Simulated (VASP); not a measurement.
A run of VASP 6.6.1 is set up as follows.

The input INCAR:

```
SYSTEM = Li
ALGO = Normal
EDIFF = 1E-6
EDIFFG = -0.005
ENCUT = 600
GGA = PS
IBRION = 2
ISIF = 3
ISMEAR = -1
LASPH = .TRUE.
LCHARG = .FALSE.
LREAL = .FALSE.
LWAVE = .FALSE.
NELM = 100
NSW = 32
PREC = Accurate
PSTRESS = 80.0
SIGMA = 0.05
```

The input KPOINTS:

```
k-points
0
G
  17 17 17
  0 0 0
```

POSCAR

```
Li
1.0
    0.0000000000      1.9320053967      1.9320053967
    1.9320053967      0.0000000000      1.9320053967
    1.9320053967      1.9320053967      0.0000000000
Li
1
Direct
    0.0000000000      0.0000000000      0.0000000000
```

Potentials or basis: VASP PAW PBE potentials, release 64 (Li_sv).

Run with:

```sh
$ cat potpaw_PBE.64/Li_sv/POTCAR > POTCAR
$ mpirun -np 1 vasp_std > vasp.out
```

(1) What does it give for the space group after relaxing (to 0.05 Å)?

(2) Estimate the relaxed volume.

(3) Estimate the relaxed cell.

Results:

(1) Fm-3m (No. 225).

(2) 14.35 Å³/atom.

(3) a = 2.728 Å, b = 2.728 Å, c = 2.728 Å, α = 60.00°, β = 60.00°, γ = 60.00°.

Caveat: the cutoff is under 1.25 times the usual one of these potentials, so pressure, stress and relaxed cells hold a basis-set (Pulay) error; the cell is relaxed towards a set pressure, so the enthalpy falls and the energy may rise; the PAW data sets were made with another functional, which shifts forces and pressure a little.
